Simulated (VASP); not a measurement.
A run of VASP 6.6.1:

File POSCAR:

```
Al2InN3
1.0
    3.2899724864      0.0000000000      0.0000000000
   -1.6449862432      2.8491997510      0.0000000000
    0.0000000000      0.0000000000      8.1812435499
Al In N
2 1 3
Direct
    0.0000000000      0.0000000000     -0.0100934917
    0.6666666667      0.3333333333      0.6798428382
    0.3333333333      0.6666666667      0.3364989800
    0.6666666667      0.3333333333      0.9149471465
    0.3333333333      0.6666666667      0.6078091099
    0.0000000000      0.0000000000      0.2209954171
```

INCAR.step1

```
PREC     = Accurate       # precision mode
ENCUT    = 520            # plane-wave cutoff, eV
ISMEAR   = 0              # smearing method
SIGMA    = 0.01           # smearing width, eV
LREAL    = False          # projectors in reciprocal space
LASPH    = True           # aspherical terms in the spheres
NELM     = 60             # most SCF steps
NBANDS   = 26             # bands
GGA      = PE             # functional
ALGO     = Normal         # electronic algorithm
EDIFF    = 1E-4           # SCF threshold, eV
LWAVE    = True           # write WAVECAR
LCHARG   = False          # write CHGCAR
```

Contents of INCAR.step2:

```
PREC     = Accurate       # precision mode
ENCUT    = 520            # plane-wave cutoff, eV
EDIFF    = 1E-6           # SCF threshold, eV
ISMEAR   = 0              # smearing method
SIGMA    = 0.01           # smearing width, eV
LREAL    = False          # projectors in reciprocal space
LASPH    = True           # aspherical terms in the spheres
NELM     = 60             # most SCF steps
ALGO     = Normal         # electronic algorithm
ISIF     = 2              # what is computed and relaxed
LWAVE    = False          # write WAVECAR
LCHARG   = True           # write CHGCAR
METAGGA  = R2SCAN         # meta-GGA
LMIXTAU  = True         
LELF     = True           # ELF
LVHAR    = True         
NBANDS   = 26             # bands
ISTART   = 1
```

The input KPOINTS:

```
Automatic mesh
0
Gamma
  9 9 4
```

Potentials or basis: VASP PAW PBE potentials, release 64 (Al, In_d, N).

Launch:

```sh
$ cat potpaw_PBE.64/Al/POTCAR potpaw_PBE.64/In_d/POTCAR potpaw_PBE.64/N/POTCAR > POTCAR
$ cp INCAR.step1 INCAR
$ mpirun -np 1 vasp_std > vasp.out
$ cp INCAR.step2 INCAR
$ mpirun -np 1 vasp_std > vasp.out
```

Hardware: 1 thread of Intel Xeon 8259CL, with other jobs on the host.

Q: Estimate the wall time of this run.

A: Run time: 8 min on 1 thread of Intel Xeon 8259CL, on a shared host, peak memory 0.25 GiB. Counts: k points 43.
